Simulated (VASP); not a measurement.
Wanted: the native input for a VASP 6.6.1 run.

```
Task                   : single point
Functional             : LDA
Potentials or basis    : VASP PAW LDA potentials, release 64 (Cu)
Cutoff                 : 520 eV
k mesh                 : 22 × 22 × 22
Occupations            : gaussian, width 0.15 eV
Spin                   : no spin polarisation
Dipole correction      : no
Further INCAR settings : ALGO = Normal; EDIFF = 1e-06; NBANDS = 12
```

The structure of Cu lies in POSCAR:

```
Cu
1.0
   -1.4809000000      1.4809000000      1.3075500000
    1.4809000000     -1.4809000000      1.3075500000
    1.4809000000      1.4809000000     -1.3075500000
Cu
1
Direct
    0.0000000000      0.0000000000      0.0000000000
```

One way to write it, as run:

INCAR

```
SYSTEM = Cu
PREC = Accurate
ENCUT = 520
EDIFF = 1E-6
ISMEAR = 0
SIGMA = 0.15
LREAL = .FALSE.
LASPH = .TRUE.
NELM = 80
ALGO = Normal
ISIF = 2
LWAVE = .FALSE.
LCHARG = .FALSE.
GGA = CA
NBANDS = 12
```

KPOINTS

```
regular mesh
0
G
  22 22 22
  0 0 0
```

Potentials or basis: VASP PAW LDA potentials, release 64 (Cu).

Launch:

```sh
$ cat potpaw_LDA.64/Cu/POTCAR > POTCAR
$ mpirun -np 1 vasp_std > vasp.out
```

It gave:

The pressure is -6.8 GPa and the band gap on the k mesh is zero (an odd number of electrons rules out a gap without spin polarisation).

Caveat: the cell stands under tension.

Run time: 37 s on 1 thread of AMD EPYC 9R45 96-Core Processor (Zen 5), on a shared host, peak memory 0.18 GiB.
